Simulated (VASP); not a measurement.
# Te3O2 (P6/mmm) in VASP: a series of runs

Runs on Te3O2. Level: PBE. Tasks: single point, relaxation of cell and atoms.

Everything below comes from runs of VASP 6.6.1. Logs are shortened: lines on timing, memory, paths and dates and some standing lists are left out, and cuts for length are marked.

## Step 1: The cell of the first run

The structure is hexagonal, space group P6/mmm (No. 191). Conventional cell: a = 5.975 Å, b = 5.975 Å, c = 3.879 Å, α = 90.00°, β = 90.00°, γ = 120.00°. Te (site symmetry mmm) has 6 Te at 2.99 to 3.88 Å and 8 O at 3.26 to 3.95 Å within 4.0 Å. O (site symmetry 6mm) has 1 O at 1.28 Å within 1.7 Å.

The cell was built from a structure type or drawn by symmetry, and may not be a known phase.

## Step 2: Single point, PBE

File INCAR:

```
SYSTEM = Te3O2
PREC     = Accurate       ! precision mode
ENCUT    = 520            ! plane-wave cutoff, eV
EDIFF    = 1E-6           ! SCF threshold, eV
ISMEAR   = 0              ! smearing method
SIGMA    = 0.1            ! smearing width, eV
LREAL    = .FALSE.        ! projectors in reciprocal space
LASPH    = .TRUE.         ! aspherical terms in the spheres
NELM     = 80             ! most SCF steps
ALGO     = Normal         ! electronic algorithm
ISIF     = 2              ! what is computed and relaxed
LWAVE    = .FALSE.        ! write WAVECAR
LCHARG   = .FALSE.        ! write CHGCAR
GGA      = PE             ! functional
NBANDS   = 23             ! bands
```

File KPOINTS:

```
Automatic mesh
0
G
  3 3 6
  0 0 0
```

File POSCAR:

```
Te3O2
1.0
    5.9751123073      0.0000000000      0.0000000000
   -2.9875561537      5.1745990486      0.0000000000
    0.0000000000      0.0000000000      3.8785523651
Te O
3 2
Direct
    0.5000000000      0.0000000000      0.5000000000
    0.0000000000      0.5000000000      0.5000000000
    0.5000000000      0.5000000000      0.5000000000
    0.0000000000      0.0000000000      0.1649866757
    0.0000000000      0.0000000000      0.8350133243
```

Potentials or basis: VASP PAW PBE potentials, release 64 (Te, O).

Command:

```
> cat potpaw_PBE.64/Te/POTCAR potpaw_PBE.64/O/POTCAR > POTCAR
> mpirun -np 1 vasp_std > vasp.out
```

OUTCAR:

```text
SYSTEM = Te3O2
   PREC = Accurate
   ENCUT = 520
   EDIFF = 1E-6
   ISMEAR = 0
   LREAL = .FALSE.
   LASPH = .TRUE.
   NELM = 80
   ISIF = 2
   GGA = PE

 ion  position               nearest neighbor table
   1  0.500  0.000  0.500-   2 2.99   2 2.99   3 2.99   3 2.99
   2  0.000  0.500  0.500-   1 2.99   1 2.99   3 2.99   3 2.99
   3  0.500  0.500  0.500-   2 2.99   2 2.99   1 2.99   1 2.99
   4  0.000  0.000  0.165-   5 1.28
   5  0.000  0.000  0.835-   4 1.28

  LATTYP: Found a hexagonal cell.
 ALAT       =     5.9751123073
 C/A-ratio  =     0.6491179020

  Lattice vectors:

 A1 = (   5.9751123073,   0.0000000000,   0.0000000000)
 A2 = (  -2.9875561537,   5.1745990486,   0.0000000000)
 A3 = (   0.0000000000,   0.0000000000,   3.8785523651)

Analysis of symmetry for initial positions (statically):
=====================================================================
 Subroutine PRICEL returns:
 Original cell was already a primitive cell.

 Routine SETGRP: Setting up the symmetry group for a
 hexagonal supercell.

 Subroutine GETGRP returns: Found 24 space group operations
 (whereof 24 operations were pure point group operations)
 out of a pool of 24 trial point group operations.

The static configuration has the point symmetry D_6h.

Analysis of symmetry for dynamics (positions and initial velocities):
=====================================================================
 Subroutine PRICEL returns:
 Original cell was already a primitive cell.

 Routine SETGRP: Setting up the symmetry group for a
 hexagonal supercell.

 Subroutine GETGRP returns: Found 24 space group operations
 (whereof 24 operations were pure point group operations)
 out of a pool of 24 trial point group operations.

The dynamic configuration has the point symmetry D_6h.

 Subroutine INISYM returns: Found 24 space group operations
 (whereof 24 operations are pure point group operations),
 and found     1 'primitive' translations

----------------------------------------------------------------------------------------

                                     Primitive cell

  volume of cell :     119.9202

  direct lattice vectors                    reciprocal lattice vectors
     5.975112307  0.000000000  0.000000000     0.167360871  0.096625844  0.000000000
    -2.987556154  5.174599049  0.000000000     0.000000000  0.193251688  0.000000000
     0.000000000  0.000000000  3.878552365     0.000000000  0.000000000  0.257828155

  length of vectors
     5.975112307  5.975112307  3.878552365     0.193251688  0.193251688  0.257828155

  position of ions in fractional coordinates (direct lattice)
     0.500000000  0.000000000  0.500000000
     0.000000000  0.500000000  0.500000000
     0.500000000  0.500000000  0.500000000
     0.000000000  0.000000000  0.164986676
     0.000000000  0.000000000  0.835013324

  ion indices of the primitive-cell ions
   primitive index   ion index
                 1           1
                 2           2
                 3           3
                 4           4
                 5           5

----------------------------------------------------------------------------------------

 KPOINTS: Automatic mesh

Automatic generation of k-mesh.
 Grid dimensions read from file:
 generate k-points for:    3    3    6

 Generating k-lattice:

  Cartesian coordinates                     Fractional coordinates (reciprocal lattice)
     0.055786957  0.032208615  0.000000000     0.333333333  0.000000000  0.000000000
     0.000000000  0.064417229  0.000000000     0.000000000  0.333333333  0.000000000
     0.000000000  0.000000000  0.042971359     0.000000000  0.000000000  0.166666667

  Length of vectors
     0.064417229  0.064417229  0.042971359

  Shift w.r.t. Gamma in fractional coordinates (k-lattice)
     0.000000000  0.000000000  0.000000000

 Subroutine IBZKPT returns following result:
 ===========================================

 Found     12 irreducible k-points:

 Following reciprocal coordinates:
            Coordinates               Weight
  0.000000  0.000000  0.000000      1.000000
  0.333333  0.000000  0.000000      6.000000
  0.333333  0.333333  0.000000      2.000000
  0.000000  0.000000  0.166667      2.000000
  0.333333  0.000000  0.166667     12.000000
  0.333333  0.333333  0.166667      4.000000
  0.000000  0.000000  0.333333      2.000000
  0.333333  0.000000  0.333333     12.000000
  0.333333  0.333333  0.333333      4.000000
  0.000000  0.000000  0.500000      1.000000
  0.333333  0.000000  0.500000      6.000000
  0.333333  0.333333  0.500000      2.000000
   k-points           NKPTS =     12   k-points in BZ     NKDIM =     12   number of bands    NBANDS=     23
   number of dos      NEDOS =    301   number of ions     NIONS =      5
   total plane-waves  NPLWV =  69120
   dimension x,y,z NGX =    48 NGY =   48 NGZ =   30
   dimension x,y,z NGXF=    96 NGYF=   96 NGZF=   60
   ions per type =               3   2
   NGX,Y,Z   is equivalent  to a cutoff of  13.36, 13.36, 12.86 a.u.
   NGXF,Y,Z  is equivalent  to a cutoff of  26.71, 26.71, 25.72 a.u.
 SYSTEM =  Te3O2
   PREC   = accura    normal or accurate (medium, high low for compatibility)
   ISTART =      0    job   : 0-new  1-cont  2-samecut
   ICHARG =      2    charge: 1-file 2-atom 10-const
   ISPIN  =      1    spin polarized calculation?
   LNONCOLLINEAR =      F non collinear calculations
   LSORBIT =      F    spin-orbit coupling
   LASPH  =      T    aspherical Exc in radial PAW
   ENCUT  =  520.0 eV  38.22 Ry    6.18 a.u.  11.11 11.11  7.21*2*pi/ulx,y,z
   NELM   =     80;   NELMIN=  2; NELMDL= -5     # of ELM steps
   EDIFF  = 0.1E-05   stopping-criterion for ELM
   LREAL  =      F    real-space projection
   EDIFFG = 0.1E-04   stopping-criterion for IOM
   NSW    =      0    number of steps for IOM
   IBRION =     -1    ionic relax: 0-MD 1-quasi-New 2-CG
   NFREE  =      0    steps in history (QN), initial steepest desc. (CG)
   ISIF   =      2    stress and relaxation
   ISYM   =      2    0-nonsym 1-usesym 2-fastsym
   POTIM  = 0.5000    time-step for ionic-motion
   TEBEG  =    0.0;   TEEND  =   0.0 temperature during run
   PSTRESS=    0.0 pullay stress
   NELECT =      30.0000    total number of electrons
   NUPDOWN=      -1.0000    fix difference up-down
   EMIN   =  10.00;   EMAX   =-10.00  energy-range for DOS
   EFERMI =   0.00;   METHOD = LEGACY
   ISMEAR =     0;   SIGMA  =   0.10  broadening in eV -4-tet -1-fermi 0-gaus
   EFERMI_NEDOS =   21; number of points for ismear=-14 and -15
   IALGO  =     38    algorithm
   IMIX   =      4    mixing-type and parameters
     AMIX     =   0.40;   BMIX     =  1.00
     AMIX_MAG =   1.60;   BMIX_MAG =  1.00
  volume/ion in A,a.u.               =      23.98       161.85
  Fermi-wavevector in a.u.,A,eV,Ry     =   1.031536  1.949321 14.477507  1.064067
  Thomas-Fermi vector in A             =   2.165689
   LORBIT       =      0    0 simple, 1 ext, 2 COOP (PROOUT), +10 PAW based schemes
   GGA     = PE    functional components
   LHFCALC =     F    Hartree Fock is set to
   AEXX    =    0.0000 exact exchange contribution
   IVDW    =     0    specifies the selected vdW correction
   LEPSILON=     F    determine dielectric tensor
   LRPA    =     F    only Hartree local field effects (RPA)
 non-spin polarized calculation
 Gauss-broadening in eV      SIGMA  =   0.10
  energy-cutoff  :      520.00
  volume of cell :      119.92
 maximum number of plane-waves:      3252
 NGX is ok and might be reduce to    48
   NGX = 23   NGY = 23   NGZ = 15

 number of electron      30.0000007 magnetization

 Free energy of the ion-electron system (eV)
  ---------------------------------------------------
  ext. energy  EPLUGINS =         0.00000000
  ---------------------------------------------------
  free energy    TOTEN  =       -18.02863700 eV

  energy without entropy =      -17.99624350  energy(sigma->0) =      -18.01244025

 E-fermi :   5.2598     XC(G=0):  -9.3121

 val. band max:        5.2581964378   @ k =   0.3333   0.0000   0.1667
 cond. band min:       5.2834407403   @ k =   0.3333   0.3333   0.1667
 fundamental gap:      0.0252443025
 Fermi energy:         5.2598286637

 k-point     1 :       0.0000    0.0000    0.0000
  band No.  band energies     occupation
      1     -19.5208      2.00000
      2      -8.4813      2.00000
      3      -8.4736      2.00000
      4      -4.8292      2.00000
      5      -4.8292      2.00000
      6      -2.2673      2.00000
[... 15 lines left out ...]
     22      12.1904      0.00000
     23      13.2276      0.00000

 k-point     2 :       0.3333    0.0000    0.0000
  band No.  band energies     occupation
      1     -19.5203      2.00000
      2      -8.4793      2.00000
      3      -8.0326      2.00000
      4      -6.2653      2.00000
      5      -5.0203      2.00000
      6      -2.4645      2.00000
[... 15 lines left out ...]
     22      11.8020      0.00000
     23      13.2012      0.00000

 k-point     3 :       0.3333    0.3333    0.0000
  band No.  band energies     occupation
      1     -19.5201      2.00000
      2      -8.4782      2.00000
      3      -7.2923      2.00000
      4      -7.2923      2.00000
      5      -5.1984      2.00000
      6      -2.3408      2.00000
[... 15 lines left out ...]
     22      12.4371      0.00000
     23      13.3717      0.00000
[... 183 lines left out ...]
 k-point    11 :       0.3333    0.0000    0.5000
  band No.  band energies     occupation
      1     -19.4566      2.00000
      2      -9.3027      2.00000
      3      -7.5008      2.00000
      4      -5.7968      2.00000
      5      -4.5440      2.00000
      6      -0.9634      2.00000
[... 15 lines left out ...]
     22      11.3068      0.00000
     23      11.8313      0.00000

 k-point    12 :       0.3333    0.3333    0.5000
  band No.  band energies     occupation
      1     -19.4564      2.00000
      2      -9.2560      2.00000
      3      -6.8524      2.00000
      4      -6.8524      2.00000
      5      -4.5990      2.00000
      6      -0.9060      2.00000
[... 15 lines left out ...]
     22      11.1934      0.00000
     23      12.0957      0.00000

------------------------ aborting loop because EDIFF is reached ----------------------------------------

  FORCE on cell =-STRESS in cart. coord.  units (eV):
  Direction    XX          YY          ZZ          XY          YZ          ZX
  --------------------------------------------------------------------------------------
  -------------------------------------------------------------------------------------
  Total       -0.1820599     -0.1820599      0.9401249      0.0000000      0.0000000      0.0000000
  in kB       -2.4323853     -2.4323853     12.5604061      0.0000000      0.0000000      0.0000000
  external PRESSURE =       2.5652118 kB  Pullay stress =       0.0000000 kB

 VOLUME and BASIS-vectors are now :
 -----------------------------------------------------------------------------
  energy-cutoff  :      520.00
  volume of cell :      119.92
      direct lattice vectors                 reciprocal lattice vectors
     5.975112307  0.000000000  0.000000000     0.167360871  0.096625844  0.000000000
    -2.987556154  5.174599049  0.000000000     0.000000000  0.193251688  0.000000000
     0.000000000  0.000000000  3.878552365     0.000000000  0.000000000  0.257828155

 POSITION                                       TOTAL-FORCE (eV/Angst)
 -----------------------------------------------------------------------------------
      2.98756      0.00000      1.93928        -0.000000     -0.000000      0.000000
     -1.49378      2.58730      1.93928        -0.000000     -0.000000      0.000000
      1.49378      2.58730      1.93928        -0.000000     -0.000000      0.000000
      0.00000      0.00000      0.63991         0.000000      0.000000      0.673121
      0.00000      0.00000      3.23864         0.000000     -0.000000     -0.673121
 -----------------------------------------------------------------------------------
    total drift:                               -0.000000      0.000000     -0.000000

  FREE ENERGIE OF THE ION-ELECTRON SYSTEM (eV)
  ---------------------------------------------------
  free  energy   TOTEN  =       -18.0286370010 eV

  energy  without entropy=      -17.9962434995  energy(sigma->0) =      -18.01244025
```

Wall time 45 s (1 thread of Intel Xeon Platinum 8259CL at 2.50GHz (Skylake/Cascade Lake), shared host); peak memory 0.24 GiB.

What came out:

- Free energy: -18.0286 eV
- Pressure: 0.3 GPa
- Largest force: 0.673 eV/Å
- Band gap on the k mesh: zero (bands 15 and 16 overlap by 1.56 eV)

Forces on the atoms (eV/Å):
```
Te   0.000  0.000  0.000
Te   0.000  0.000  0.000
Te   0.000  0.000  0.000
O    0.000  0.000  0.673
O    0.000  0.000 -0.673
```

Stress tensor (GPa, compression positive):
```
-0.24  0.00  0.00
 0.00 -0.24  0.00
 0.00  0.00  1.26
```

Caveat: the k points lie up to 0.40 Å⁻¹ apart, too coarse for converged energies and pressures of a metal; spin-orbit coupling is left out, which moves the levels of the heavy elements.

## Step 3: Single point, PBE

This run uses another cell than the first one, of 23.23 Å³/atom.

File INCAR:

```
  PREC = Accurate
  ENCUT = 520
  EDIFF = 1E-7
  ISMEAR = 0
  SIGMA = 0.1
  LREAL = False
  LASPH = True
  NELM = 60
  ALGO = Normal
  ISIF = 2
  LWAVE = False
  LCHARG = True
  GGA = PE
  LELF = True
  LVHAR = True
  NBANDS = 23
```

File KPOINTS:

```
Automatic mesh
0
Gamma
  6 6 4
```

File POSCAR:

```
Te3O2
1.0
    5.1877641700      0.0000000000      0.0000000000
   -2.5938820900      4.4927355600      0.0000000000
    0.0000000000      0.0000000000      4.9826716700
Te O
3 2
Direct
    0.5000000000      0.0000000000      0.5000000000
    0.0000000000      0.5000000000      0.5000000000
    0.5000000000      0.5000000000      0.5000000000
    0.0000000000      0.0000000000      0.2196824700
    0.0000000000      0.0000000000      0.7803175300
```

Potentials or basis: VASP PAW PBE potentials, release 64 (Te, O).

Command:

```
> cat potpaw_PBE.64/Te/POTCAR potpaw_PBE.64/O/POTCAR > POTCAR
> mpirun -np 1 vasp_std > vasp.out
```

Wall time 69 s (1 thread of Intel Xeon Platinum 8259CL at 2.50GHz (Skylake/Cascade Lake), shared host); peak memory 0.25 GiB.

It converged, with:

| Quantity | Value |
| --- | --- |
| Free energy | -11.6511 eV |
| Pressure | 19.9 GPa |
| Largest force | 0.749 eV/Å |
| Band gap on the k mesh | zero (bands 15 and 16 overlap by 0.57 eV) |

Forces in eV/Å, atoms in the order of the input:
```
Te   0.000  0.000  0.000
Te   0.000  0.000  0.000
Te   0.000  0.000  0.000
O    0.000  0.000 -0.749
O    0.000  0.000  0.749
```

Stress tensor (GPa, compression positive):
```
33.70  0.00  0.00
 0.00 33.70  0.00
 0.00  0.00 -7.63
```

Levels at points of the mesh, in eV from the Fermi level:
| k point | band 13 | band 14 | band 15 | band 16 | band 17 | band 18 |
| --- | --- | --- | --- | --- | --- | --- |
| (0.00, 0.00, 0.00) | -0.60 | -0.60 | 0.38 | 0.38 | 0.89 | 3.41 |
| (0.50, 0.00, 0.00) | -1.13 | -0.40 | 0.00 | 0.66 | 0.88 | 1.12 |
| (0.00, 0.00, 0.50) | -0.86 | -0.05 | -0.05 | 0.04 | 0.04 | 3.82 |
| (0.50, 0.00, 0.50) | -1.10 | -0.89 | -0.55 | -0.12 | 0.86 | 1.18 |

Caveat: the cell stands under pressure; spin-orbit coupling is left out, which moves the levels of the heavy elements.

[end of part 1 of 3]
